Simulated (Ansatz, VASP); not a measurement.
# Two plane-wave programs on BaS

File POSCAR:

```
BaS
1.0
    0.0000000000      3.1937500000      3.1937500000
    3.1937500000      0.0000000000      3.1937500000
    3.1937500000      3.1937500000      0.0000000000
Ba S
1 1
Direct
    0.0000000000      0.0000000000      0.0000000000
    0.5000000000      0.5000000000      0.5000000000
```

File INCAR.step1:

```
SYSTEM = BaS
PREC = Accurate
ENCUT = 600
EDIFF = 1E-5
ISMEAR = -1
SIGMA = 0.05
LREAL = .FALSE.
LASPH = .TRUE.
NELM = 60
ALGO = Normal
LWAVE = .TRUE.
LCHARG = .FALSE.
GGA = PE
NBANDS = 15
```

INCAR.step2

```
SYSTEM = BaS
PREC = Accurate
ENCUT = 600
EDIFF = 1E-6
ISMEAR = -1
SIGMA = 0.05
LREAL = .FALSE.
LASPH = .TRUE.
NELM = 60
ALGO = Normal
ISIF = 3
LWAVE = .FALSE.
LCHARG = .FALSE.
GGA = PE
LHFCALC = .TRUE.
HFSCREEN = 0.2079
PRECFOCK = Normal
IBRION = 2
NSW = 60
EDIFFG = -0.01
ISTART = 1
```

The input KPOINTS:

```
regular mesh
0
G
  4 4 4
  0 0 0
```

input.yaml

```yaml
crystal:
  lattice:
    - [0.0, 3.19375, 3.19375]
    - [3.19375, 0.0, 3.19375]
    - [3.19375, 3.19375, 0.0]
  atoms:
    - { symbol: Ba, position: [0.0, 0.0, 0.0] }
    - { symbol: S, position: [0.5, 0.5, 0.5] }
hamiltonian:
  xc: hse06
  pseudopotentials: { kind: paw }
kpoints:
  mp_grid: { grid: [4, 4, 4] }
scf:
  occupations: { method: fermi_dirac, width: 0.05 }
output:
  forces: true
  stress: true
relax:
  f_tol: 0.01
  max_steps: 40
  cell: { stress_tol: 0.05 }
```

Alike in both runs: task relaxation of cell and atoms; functional HSE06; k mesh 4 × 4 × 4; occupations fermi-dirac, width 0.05 eV; no spin polarisation.

```csv
,VASP,Ansatz
version,VASP 6.6.1,Ansatz 0.2.0
potentials or method,"VASP PAW PBE potentials, release 64 (Ba_sv, S)",Ansatz PAW
plane-wave cutoff (eV),600,420
valence electrons in the cell,16,16
```

Ansatz gave:

* gap on the k mesh at the Fermi level, each at its own relaxed structure (eV): 3.13
* relaxed volume (Å³/atom): 32.91
* relaxed length of the cell vector where the two differ most in proportion (Å): 4.532

Q: Which values does VASP return?

A: gap on the k mesh at the Fermi level, each at its own relaxed structure (eV): 3.05; relaxed volume (Å³/atom): 33.31; relaxed length of the cell vector where the two differ most in proportion (Å): 4.550.

The k mesh is coarse, so the values compare programs but aren't converged. Neither program's run includes spin-orbit coupling. Noted on Ansatz's run: the plane-wave basis is chosen anew once the cell has moved, so the energies of steps on either side of that aren't comparable.
